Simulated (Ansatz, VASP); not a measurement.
Two plane-wave programs on MnS

```
Mn S
1.0
     0.00000    2.55938    2.55938
     2.55938    0.00000    2.55938
     2.55938    2.55938    0.00000
Mn S
1 1
Direct
  0.00000 0.00000 0.00000
  0.50000 0.50000 0.50000
```

Change from the starting cell: volume scaled by 0.9405, PAW files.

Alike in both runs: task electric field gradients; functional PBE; k mesh 12 × 12 × 12; occupations fermi-dirac, width 0.05 eV; collinear spin.

```csv
,VASP,Ansatz
version,VASP 6.6.1,Ansatz 0.2.0
potentials or method,"VASP PAW PBE potentials, release 64 (Mn_pv, S)","PAW with Ansatz's default frozen-core files, scalar-relativistic"
plane-wave cutoff (eV),520,420
valence electrons in the cell,19,21
```

```csv
,VASP,Ansatz,Ansatz less VASP
pressure (GPa),-0.8,-0.8,-0.03
net moment per atom (μB),2.26,2.26,-0.001
size of the moment on the site where the two differ most (μB),4.12,4.05,-0.071
```

Site moments also hang on the region over which each program counts them. VASP's potentials hold 19 valence electrons a cell and Ansatz's 21, so a difference there can come from the potentials and not from the codes.
